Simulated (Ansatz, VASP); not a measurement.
**One calculation of SnSe2, two programs**

The input POSCAR:

```
SnSe2
1.0
    3.6052169145      0.0000000000      0.0000000000
   -1.8026084572      3.1222094341      0.0000000000
    0.0000000000      0.0000000000      6.2270561801
Sn Se
1 2
Direct
    0.0000000000      0.0000000000      0.0000000000
    0.3333333333      0.6666666667      0.2631953217
    0.6666666667      0.3333333333      0.7368046783
```

Contents of INCAR.step1:

```
PREC = Accurate
ENCUT = 520
ISMEAR = 0
SIGMA = 0.01
LREAL = False
LASPH = True
NELM = 100
NBANDS = 20
GGA = PE
ALGO = Normal
EDIFF = 1E-4
LWAVE = True
LCHARG = False
```

INCAR.step2

```
PREC = Accurate
ENCUT = 520
EDIFF = 1E-6
ISMEAR = 0
SIGMA = 0.01
LREAL = False
LASPH = True
NELM = 100
ALGO = Normal
ISIF = 2
LWAVE = False
LCHARG = False
METAGGA = R2SCAN
LMIXTAU = True
NBANDS = 20
ISTART = 1
```

KPOINTS

```
Automatic mesh
0
Gamma
  12 12 4
```

Input for Ansatz:

```yaml
crystal:
  lattice:
    - [3.6052169145, 0.0, 0.0]
    - [-1.8026084572, 3.1222094341, 0.0]
    - [0.0, 0.0, 6.2270561801]
  atoms:
    - { symbol: Sn, position: [0.0, 0.0, 0.0] }
    - { symbol: Se, position: [0.3333333333, 0.6666666667, 0.2631953217] }
    - { symbol: Se, position: [0.6666666667, 0.3333333333, 0.7368046783] }
kpoints:
  mp_grid: { grid: [12, 12, 4] }
  band_path:
    path:
      - [0.0, 0.0, 0.0]
      - [0.5, 0.0, 0.0]
      - [0.3333333333, 0.3333333333, 0.0]
      - [0.0, 0.0, 0.5]
      - [0.5, 0.0, 0.5]
      - [0.3333333333, 0.3333333333, 0.5]
      - [-0.104167, 0.104167, 0.197917]
      - [0.0, 0.466146, 0.382812]
    npoints: 1
hamiltonian:
  xc: r2scan
scf:
  occupations: { method: fixed }
  n_extra_bands: 4
output:
  forces: true
  stress: true
  eigenvalues: true
  write_density: true
  write_potential: true
  elf: true
  volumetric_format: npy
```

Change from the starting cell: biaxial_xy strain -5.8%.

Alike in both runs: task single point; functional r2SCAN; k mesh 12 × 12 × 4; no spin polarisation.

|  | VASP | Ansatz |
| --- | --- | --- |
| version | VASP 6.6.1 | Ansatz 0.2.0 |
| potentials or method | VASP PAW PBE potentials, release 64 (Sn_d, Se) | plane waves, PAW |
| plane-wave cutoff (eV) | 520 | 500 |
| occupations | gaussian, width 0.01 eV | fixed |
| valence electrons in the cell | 26 | 46 |

VASP gave:

- gap on the k mesh at the Fermi level (eV): 0.57
- pressure (GPa): 9.1
- traceless stress, the component that is largest in VASP (GPa): -5.99
- rms of the force components (eV/Å): 0.008

**Question.** Estimate Ansatz's values.

**Answer.** gap on the k mesh at the Fermi level (eV): 0.57; pressure (GPa): 9.0; traceless stress, the component that is largest in VASP (GPa): -5.99; rms of the force components (eV/Å): 0.017.

VASP's potentials were made for PBE, not for r2SCAN. Atom by atom the forces differ by 0.009 eV/Å (rms over components). VASP's potentials hold 26 valence electrons a cell and Ansatz's 46, so a difference there can come from the potentials and not from the codes.
